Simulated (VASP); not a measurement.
# Ti (P6/mmm) in VASP: notebook, part 2 of 2

VASP 6.6.1. The steps go on from the part before.

## 3. Single point, PBEsol

This run uses another cell than the first one, of 18.73 Å³/atom.

INCAR reads:

```
SYSTEM = Ti
ALGO = All ; EDIFF = 1E-6
ENCUT = 550 ; GGA = PS
GGA_COMPAT = .FALSE. ; ISEARCH = 1
ISIF = 2 ; ISMEAR = 0
KPAR = 4 ; LASPH = .TRUE.
LCHARG = .TRUE. ; LREAL = .FALSE.
LVHAR = .TRUE. ; LWAVE = .FALSE.
NBANDS = 25 ; NELM = 300
PREC = Accurate ; SIGMA = 0.15
```

KPOINTS reads:

```
k-points
0
G
  12 12 14
  0 0 0
```

POSCAR reads:

```
Ti
1.0
    4.6504000000      0.0000000000      0.0000000000
   -2.3252000000      4.0273645378      0.0000000000
    0.0000000000      0.0000000000      2.9998000000
Ti
3
Direct
    0.0000000000      0.0000000000      0.0000000000
    0.3333333333      0.6666666667      0.5000000000
    0.6666666667      0.3333333333      0.5000000000
```

Potentials or basis: VASP PAW PBE potentials, release 64 (Ti_sv).

The run is started by

```console
$ cat potpaw_PBE.64/Ti_sv/POTCAR > POTCAR
$ mpirun -np 4 vasp_std > vasp.out
```

OUTCAR:

```text
SYSTEM = Ti
   EDIFF = 1E-6
   ENCUT = 550
   GGA = PS
   ISIF = 2
   ISMEAR = 0
   LASPH = .TRUE.
   LREAL = .FALSE.
   NELM = 300
   PREC = Accurate

 ion  position               nearest neighbor table
   1  0.000  0.000  0.000-
   2  0.333  0.667  0.500-   3 2.68   3 2.68   3 2.68
   3  0.667  0.333  0.500-   2 2.68   2 2.68   2 2.68

  LATTYP: Found a hexagonal cell.
 ALAT       =     4.6504000000
 C/A-ratio  =     0.6450627903

  Lattice vectors:

 A1 = (   4.6504000000,   0.0000000000,   0.0000000000)
 A2 = (  -2.3252000000,   4.0273645378,   0.0000000000)
 A3 = (   0.0000000000,   0.0000000000,   2.9998000000)

Analysis of symmetry for initial positions (statically):
=====================================================================
 Subroutine PRICEL returns:
 Original cell was already a primitive cell.

 Routine SETGRP: Setting up the symmetry group for a
 hexagonal supercell.

 Subroutine GETGRP returns: Found 24 space group operations
 (whereof 24 operations were pure point group operations)
 out of a pool of 24 trial point group operations.

The static configuration has the point symmetry D_6h.

Analysis of symmetry for dynamics (positions and initial velocities):
=====================================================================
 Subroutine PRICEL returns:
 Original cell was already a primitive cell.

 Routine SETGRP: Setting up the symmetry group for a
 hexagonal supercell.

 Subroutine GETGRP returns: Found 24 space group operations
 (whereof 24 operations were pure point group operations)
 out of a pool of 24 trial point group operations.

The dynamic configuration has the point symmetry D_6h.

 Subroutine INISYM returns: Found 24 space group operations
 (whereof 24 operations are pure point group operations),
 and found     1 'primitive' translations

----------------------------------------------------------------------------------------

                                     Primitive cell

  volume of cell :      56.1828

  direct lattice vectors                    reciprocal lattice vectors
     4.650400000  0.000000000  0.000000000     0.215035266  0.124150669  0.000000000
    -2.325200000  4.027364538  0.000000000     0.000000000  0.248301337  0.000000000
     0.000000000  0.000000000  2.999800000     0.000000000  0.000000000  0.333355557

  length of vectors
     4.650400000  4.650400000  2.999800000     0.248301337  0.248301337  0.333355557

  position of ions in fractional coordinates (direct lattice)
     0.000000000  0.000000000  0.000000000
     0.333333333  0.666666667  0.500000000
     0.666666667  0.333333333  0.500000000

  ion indices of the primitive-cell ions
   primitive index   ion index
                 1           1
                 2           2
                 3           3

----------------------------------------------------------------------------------------

 KPOINTS: k-points

Automatic generation of k-mesh.
 Grid dimensions read from file:
 generate k-points for:   12   12   14

 Generating k-lattice:

  Cartesian coordinates                     Fractional coordinates (reciprocal lattice)
     0.017919605  0.010345889  0.000000000     0.083333333 -0.000000000  0.000000000
     0.000000000  0.020691778  0.000000000     0.000000000  0.083333333  0.000000000
     0.000000000  0.000000000  0.023811111     0.000000000  0.000000000  0.071428571

  Length of vectors
     0.020691778  0.020691778  0.023811111

  Shift w.r.t. Gamma in fractional coordinates (k-lattice)
     0.000000000  0.000000000  0.000000000

 Subroutine IBZKPT returns following result:
 ===========================================

 Found    152 irreducible k-points:

 Following reciprocal coordinates:
            Coordinates               Weight
  0.000000  0.000000  0.000000      1.000000
  0.083333  0.000000  0.000000      6.000000
  0.166667  0.000000  0.000000      6.000000
  0.250000  0.000000  0.000000      6.000000
  0.333333  0.000000  0.000000      6.000000
  0.416667  0.000000  0.000000      6.000000
[... 16 lines left out ...]
  0.250000  0.000000  0.071429     12.000000
  0.333333  0.000000  0.071429     12.000000
 [... further k-points ...]
   k-points           NKPTS =    152   k-points in BZ     NKDIM =    152   number of bands    NBANDS=     25
   number of dos      NEDOS =    301   number of ions     NIONS =      3
   total plane-waves  NPLWV =  31104
   dimension x,y,z NGX =    36 NGY =   36 NGZ =   24
   dimension x,y,z NGXF=    72 NGYF=   72 NGZF=   48
   ions per type =               3
   NGX,Y,Z   is equivalent  to a cutoff of  12.87, 12.87, 13.30 a.u.
   NGXF,Y,Z  is equivalent  to a cutoff of  25.74, 25.74, 26.60 a.u.
 SYSTEM =  Ti
   PREC   = accura    normal or accurate (medium, high low for compatibility)
   ISTART =      0    job   : 0-new  1-cont  2-samecut
   ICHARG =      2    charge: 1-file 2-atom 10-const
   ISPIN  =      1    spin polarized calculation?
   LNONCOLLINEAR =      F non collinear calculations
   LSORBIT =      F    spin-orbit coupling
   LASPH  =      T    aspherical Exc in radial PAW
   ENCUT  =  550.0 eV  40.42 Ry    6.36 a.u.   8.89  8.89  5.74*2*pi/ulx,y,z
   NELM   =    300;   NELMIN=  2; NELMDL= -5     # of ELM steps
   EDIFF  = 0.1E-05   stopping-criterion for ELM
   LREAL  =      F    real-space projection
   EDIFFG = 0.1E-04   stopping-criterion for IOM
   NSW    =      0    number of steps for IOM
   IBRION =     -1    ionic relax: 0-MD 1-quasi-New 2-CG
   NFREE  =      0    steps in history (QN), initial steepest desc. (CG)
   ISIF   =      2    stress and relaxation
   ISYM   =      2    0-nonsym 1-usesym 2-fastsym
   POTIM  = 0.5000    time-step for ionic-motion
   TEBEG  =    0.0;   TEEND  =   0.0 temperature during run
   PSTRESS=    0.0 pullay stress
   NELECT =      36.0000    total number of electrons
   NUPDOWN=      -1.0000    fix difference up-down
   EMIN   =  10.00;   EMAX   =-10.00  energy-range for DOS
   EFERMI =   0.00;   METHOD = LEGACY
   ISMEAR =     0;   SIGMA  =   0.15  broadening in eV -4-tet -1-fermi 0-gaus
   EFERMI_NEDOS =   21; number of points for ismear=-14 and -15
   IALGO  =     58    algorithm
   IMIX   =      4    mixing-type and parameters
     AMIX     =   0.40;   BMIX     =  1.00
     AMIX_MAG =   1.60;   BMIX_MAG =  1.00
  volume/ion in A,a.u.               =      18.73       126.38
  Fermi-wavevector in a.u.,A,eV,Ry     =   1.411371  2.667104 27.102366  1.991968
  Thomas-Fermi vector in A             =   2.533229
   LORBIT       =      0    0 simple, 1 ext, 2 COOP (PROOUT), +10 PAW based schemes
   GGA     = PS    functional components
   LHFCALC =     F    Hartree Fock is set to
   AEXX    =    0.0000 exact exchange contribution
   IVDW    =     0    specifies the selected vdW correction
   LEPSILON=     F    determine dielectric tensor
   LRPA    =     F    only Hartree local field effects (RPA)
 non-spin polarized calculation
 Gauss-broadening in eV      SIGMA  =   0.15
  energy-cutoff  :      550.00
  volume of cell :       56.18
 maximum number of plane-waves:      1685
 NGX is ok and might be reduce to    36
   NGX = 17   NGY = 17   NGZ = 11

 number of electron      35.9999990 magnetization

 Free energy of the ion-electron system (eV)
  ---------------------------------------------------
  ext. energy  EPLUGINS =         0.00000000
  ---------------------------------------------------
  free energy    TOTEN  =       -24.75265889 eV

  energy without entropy =      -24.71595314  energy(sigma->0) =      -24.73430601

 E-fermi :   7.3537     XC(G=0): -11.2744

 val. band max:        7.3508040047   @ k =   0.4167   0.1667   0.2143
 cond. band min:       7.3539065342   @ k =   0.4167   0.0833   0.1429
 fundamental gap:      0.0031025295
 Fermi energy:         7.3537005812

 k-point     1 :       0.0000    0.0000    0.0000
  band No.  band energies     occupation
      1     -49.5162      2.00000
      2     -49.2155      2.00000
      3     -49.0712      2.00000
      4     -25.9051      2.00000
      5     -25.9051      2.00000
      6     -25.7326      2.00000
[... 17 lines left out ...]
     24       8.8444      0.00000
     25       8.8776      0.00000
[... 621 lines left out ...]
      3     -49.1019      2.00000
      4     -25.9743      2.00000
      5     -25.9105      2.00000
      6     -25.6679      2.00000
[... 17 lines left out ...]
     24       9.2614      0.00000
     25       9.7660      0.00000

 [... further k-points ...]

------------------------ aborting loop because EDIFF is reached ----------------------------------------

  FORCE on cell =-STRESS in cart. coord.  units (eV):
  Direction    XX          YY          ZZ          XY          YZ          ZX
  --------------------------------------------------------------------------------------
  -------------------------------------------------------------------------------------
  Total       -3.5705296     -3.5705296     -5.7641389      0.0000000     -0.0000000      0.0000000
  in kB     -101.8215419   -101.8215419   -164.3771573      0.0000000     -0.0000000      0.0000000
  external PRESSURE =    -122.6734137 kB  Pullay stress =       0.0000000 kB

 VOLUME and BASIS-vectors are now :
 -----------------------------------------------------------------------------
  energy-cutoff  :      550.00
  volume of cell :       56.18
      direct lattice vectors                 reciprocal lattice vectors
     4.650400000  0.000000000  0.000000000     0.215035266  0.124150669  0.000000000
    -2.325200000  4.027364538  0.000000000     0.000000000  0.248301337  0.000000000
     0.000000000  0.000000000  2.999800000     0.000000000  0.000000000  0.333355557

 POSITION                                       TOTAL-FORCE (eV/Angst)
 -----------------------------------------------------------------------------------
      0.00000      0.00000      0.00000         0.000000      0.000000      0.000000
     -0.00000      2.68491      1.49990        -0.000000      0.000000     -0.000000
      2.32520      1.34245      1.49990         0.000000      0.000000      0.000000
 -----------------------------------------------------------------------------------
    total drift:                                0.000000      0.000000     -0.000000

  FREE ENERGIE OF THE ION-ELECTRON SYSTEM (eV)
  ---------------------------------------------------
  free  energy   TOTEN  =       -24.7526588884 eV

  energy  without entropy=      -24.7159560765  energy(sigma->0) =      -24.73430748
```

stdout:

```text
POSCAR found type information on POSCAR Ti
 POSCAR found :  1 types and       3 ions
 scaLAPACK will be used
 -----------------------------------------------------------------------------
|                                                                             |
[... 70 lines left out ...]
 gam= 0.997 trial= 0.441  step=  0.4606 mean=  0.4405
 gam= 0.584 g(H,U,f)=  0.259E-05 0.595E-06 0.477E-07 ort(H,U,f) = 0.955E-06-0.503E-06-0.252E-07
 gam= 0.584 trial= 0.443  step=  0.5298 mean=  0.4425
 gam= 1.169 g(H,U,f)=  0.217E-05 0.150E-05 0.108E-06 ort(H,U,f) = 0.627E-06-0.357E-06-0.279E-07
 gam= 1.169 trial= 0.451  step=  0.3612 mean=  0.4512
 final diagonalization occupied
```

Run time: 41 s. Hardware: 4 MPI ranks of Intel Xeon 6975P-C (Granite Rapids), shared host; peak memory 0.49 GiB.

What came out:

```yaml
Free_energy: -24.7527 eV
Pressure: -12.3 GPa
Band_gap_on_the_k_mesh: zero (bands 18 and 19 overlap by 0.37 eV)
```

Stress tensor (GPa, compression positive):
```
-10.18   0.00   0.00
  0.00 -10.18   0.00
  0.00   0.00 -16.44
```

Levels at points of the mesh, in eV from the Fermi level:
| k point | band 15 | band 16 | band 17 | band 18 | band 19 | band 20 | band 21 | band 22 |
| --- | --- | --- | --- | --- | --- | --- | --- | --- |
| (0.00, 0.00, 0.00) | -0.65 | -0.65 | -0.53 | -0.53 | 0.15 | 0.81 | 1.19 | 1.20 |
| (0.50, 0.00, 0.00) | -2.40 | -0.35 | -0.24 | -0.24 | 0.15 | 0.64 | 0.66 | 1.05 |
| (0.00, 0.00, 0.50) | -1.82 | -1.82 | -1.44 | -1.44 | 1.04 | 1.04 | 1.10 | 1.10 |
| (0.50, 0.00, 0.50) | -1.44 | -1.01 | -0.75 | -0.71 | 0.37 | 0.59 | 0.66 | 0.86 |

Caveat: the stress differs along the axes, from -16 to -10 GPa; the PAW data sets were made with another functional, which shifts forces and pressure a little.

## 4. Single point, PBEsol

This run uses another cell than the first one, of 18.05 Å³/atom.

INCAR reads:

```
PREC = Accurate
ENCUT = 550
EDIFF = 1E-6
ISMEAR = 0
SIGMA = 0.15
LREAL = F
LASPH = T
NELM = 300
ALGO = All
ISIF = 2
LWAVE = F
LCHARG = F
GGA = PS
NBANDS = 25
GGA_COMPAT = F
ISEARCH = 1
KPAR = 4
```

KPOINTS reads:

```
Automatic mesh
0
Gamma
  12 12 14
```

POSCAR reads:

```
Ti
1.0
    4.5149169756      0.0000000000      0.0000000000
   -2.2574584878      3.9100327969      0.0000000000
    0.0000000000      0.0000000000      3.0669000000
Ti
3
Direct
    0.0000000000      0.0000000000      0.0000000000
    0.3333333333      0.6666666667      0.5000000000
    0.6666666667      0.3333333333      0.5000000000
```

The run is started by

```console
$ cat potpaw_PBE.64/Ti_sv/POTCAR > POTCAR
$ mpirun -np 4 vasp_std > vasp.out
```

Run time: 3.8 min. Hardware: 4 MPI ranks of AMD EPYC 7R43 (Zen 3), shared host; peak memory 0.44 GiB.

It converged, with:

```
Free energy            : -24.7715 eV
Pressure               : -9.2 GPa
Band gap on the k mesh : zero (bands 18 and 19 overlap by 0.56 eV)
```

Stress tensor (GPa, compression positive):
```
 -4.66   0.00   0.00
  0.00  -4.66   0.00
  0.00   0.00 -18.22
```

Levels at points of the mesh, in eV from the Fermi level:
| k point | band 14 | band 15 | band 16 | band 17 | band 18 | band 19 | band 20 | band 21 | band 22 | band 23 |
| --- | --- | --- | --- | --- | --- | --- | --- | --- | --- | --- |
| (0.00, 0.00, 0.00) | -1.94 | -0.60 | -0.60 | -0.48 | -0.48 | 0.43 | 1.09 | 1.23 | 1.25 | 1.27 |
| (0.50, 0.00, 0.00) | -3.42 | -2.49 | -0.41 | -0.20 | -0.17 | 0.23 | 0.31 | 0.86 | 1.28 | 1.38 |
| (0.00, 0.00, 0.50) | -2.19 | -1.93 | -1.93 | -1.54 | -1.54 | 1.04 | 1.04 | 1.29 | 1.29 | 2.79 |
| (0.50, 0.00, 0.50) | -2.11 | -1.48 | -1.09 | -1.00 | -0.79 | 0.40 | 0.57 | 0.62 | 0.87 | 2.07 |

Caveat: the stress differs along the axes, from -18 to -5 GPa; the PAW data sets were made with another functional, which shifts forces and pressure a little.

## 5. Single point, PBEsol

This run uses another cell than the first one, of 15.84 Å³/atom.

INCAR reads:

```
PREC = Accurate ; ENCUT = 550
EDIFF = 1E-6 ; ISMEAR = 0
SIGMA = 0.15 ; LREAL = F
LASPH = T ; NELM = 300
ALGO = All ; ISIF = 2
LWAVE = F ; LCHARG = F
GGA = PS ; NBANDS = 25
GGA_COMPAT = F ; ISEARCH = 1
KPAR = 4
```

KPOINTS is that of step 4.

POSCAR reads:

```
Ti
1.0
    4.5962000000      0.0000000000      0.0000000000
   -2.2981000000      3.9804259609      0.0000000000
    0.0000000000      0.0000000000      2.5968000000
Ti
3
Direct
    0.0000000000      0.0000000000      0.0000000000
    0.3333333333      0.6666666667      0.5000000000
    0.6666666667      0.3333333333      0.5000000000
```

The run is started by

```console
$ cat potpaw_PBE.64/Ti_sv/POTCAR > POTCAR
$ mpirun -np 4 vasp_std > vasp.out
```

Run time: 55 s. Hardware: 4 MPI ranks of Intel Xeon Platinum 8375C at 2.90GHz (Ice Lake), shared host; peak memory 0.43 GiB.

The run converged. Its results:

```yaml
Free_energy: -24.8681 eV
Pressure: 5.5 GPa
Band_gap_on_the_k_mesh: zero (bands 18 and 19 overlap by 0.45 eV)
```

Stress tensor (GPa, compression positive):
```
 0.13  0.00  0.00
 0.00  0.13  0.00
 0.00  0.00 16.38
```

Levels at points of the mesh, in eV from the Fermi level:
| k point | band 14 | band 15 | band 16 | band 17 | band 18 | band 19 | band 20 | band 21 | band 22 | band 23 |
| --- | --- | --- | --- | --- | --- | --- | --- | --- | --- | --- |
| (0.00, 0.00, 0.00) | -1.98 | -0.75 | -0.75 | -0.67 | -0.67 | -0.42 | 0.25 | 1.38 | 1.38 | 2.69 |
| (0.50, 0.00, 0.00) | -3.61 | -2.74 | -0.64 | -0.55 | -0.40 | -0.07 | 0.17 | 1.05 | 2.02 | 2.82 |
| (0.00, 0.00, 0.50) | -2.25 | -1.67 | -1.67 | -1.61 | -1.05 | 0.84 | 0.84 | 1.63 | 1.63 | 3.26 |
| (0.50, 0.00, 0.50) | -2.08 | -1.93 | -1.23 | -0.54 | -0.14 | 0.36 | 1.20 | 1.36 | 1.56 | 2.51 |

Caveat: the stress differs along the axes, from 0 to 16 GPa; the PAW data sets were made with another functional, which shifts forces and pressure a little.

## 6. Single point, PBEsol

This run uses another cell than the first one, of 15.28 Å³/atom.

INCAR reads:

```
SYSTEM = Ti
PREC     = Accurate       ! precision mode
ENCUT    = 550            ! plane-wave cutoff, eV
EDIFF    = 1E-6           ! SCF threshold, eV
ISMEAR   = 0              ! smearing method
SIGMA    = 0.15           ! smearing width, eV
LREAL    = .False.        ! projectors in reciprocal space
LASPH    = .True.         ! aspherical terms in the spheres
NELM     = 300            ! most SCF steps
ALGO     = All            ! electronic algorithm
ISIF     = 2              ! what is computed and relaxed
LWAVE    = .False.        ! write WAVECAR
LCHARG   = .False.        ! write CHGCAR
GGA      = PS             ! functional
NBANDS   = 25             ! bands
GGA_COMPAT= .False.      
ISEARCH  = 1            
KPAR     = 4
```

KPOINTS reads:

```
regular mesh
0
Gamma
  12 12 14
  0 0 0
```

POSCAR reads:

```
Ti
1.0
    4.5149169756      0.0000000000      0.0000000000
   -2.2574584878      3.9100327969      0.0000000000
    0.0000000000      0.0000000000      2.5968000000
Ti
3
Direct
    0.0000000000      0.0000000000      0.0000000000
    0.3333333333      0.6666666667      0.5000000000
    0.6666666667      0.3333333333      0.5000000000
```

Potentials or basis: VASP PAW PBE potentials, release 64 (Ti_sv).

The run is started by

```console
$ cat potpaw_PBE.64/Ti_sv/POTCAR > POTCAR
$ mpirun -np 4 vasp_std > vasp.out
```

Run time: 52 s. Hardware: 4 MPI ranks of Intel Xeon 6975P-C (Granite Rapids), shared host; peak memory 0.41 GiB.

Results (log left out):

- Free energy: -24.8416 eV
- Pressure: 10.6 GPa
- Band gap on the k mesh: zero (bands 18 and 19 overlap by 0.44 eV)

Stress tensor (GPa, compression positive):
```
 5.13  0.00  0.00
 0.00  5.13  0.00
 0.00  0.00 21.51
```

Levels at points of the mesh, in eV from the Fermi level:
```
           k point  band 14  band 15  band 16  band 17  band 18  band 19  band 20  band 21  band 22  band 23
(0.00, 0.00, 0.00)    -2.09    -0.73    -0.73    -0.65    -0.65    -0.32     0.36     1.44     1.44     2.65
(0.50, 0.00, 0.00)    -3.59    -2.84    -0.64    -0.53    -0.44    -0.06     0.27     1.26     1.90     2.79
(0.00, 0.00, 0.50)    -2.39    -1.77    -1.77    -1.69    -1.13     0.92     0.92     1.66     1.66     3.40
(0.50, 0.00, 0.50)    -2.17    -2.01    -1.31    -0.56    -0.25     0.36     1.18     1.39     1.62     2.61
```

Caveat: the stress differs along the axes, from 5 to 22 GPa; the PAW data sets were made with another functional, which shifts forces and pressure a little.

## 7. The runs side by side

```tsv
cell	gap on the mesh (eV)	pressure (GPa)
a = 4.542, b = 4.542, c = 2.530 Å, angles 90.0, 90.0, 120.0°, 3 atoms	none	12.9
a = 4.650, b = 4.650, c = 3.000 Å, angles 90.0, 90.0, 120.0°, 3 atoms	none	-12.3
a = 4.515, b = 4.515, c = 3.067 Å, angles 90.0, 90.0, 120.0°, 3 atoms	none	-9.2
a = 4.596, b = 4.596, c = 2.597 Å, angles 90.0, 90.0, 120.0°, 3 atoms	none	5.5
a = 4.515, b = 4.515, c = 2.597 Å, angles 90.0, 90.0, 120.0°, 3 atoms	none	10.6
```

Alike in all rows: task single point; level PBEsol; potentials or basis VASP PAW PBE potentials, release 64 (Ti_sv); no spin polarisation; k mesh 12 × 12 × 14; cutoff (eV) 550; smearing gaussian 0.15 eV.

Caveats: the PAW data sets were made with another functional, which shifts forces and pressure a little; the stress differs along the axes, from 8 to 24 GPa (at least some runs); the stress differs along the axes, from -16 to -10 GPa (at least some runs); the stress differs along the axes, from -18 to -5 GPa (at least some runs); the stress differs along the axes, from 0 to 16 GPa (at least some runs); the stress differs along the axes, from 5 to 22 GPa (at least some runs).

Total energies depend on the potentials used, so only differences within one code and one set of settings carry meaning.

The gap in the log of VASP goes by the Fermi energy; the results here count the filled bands.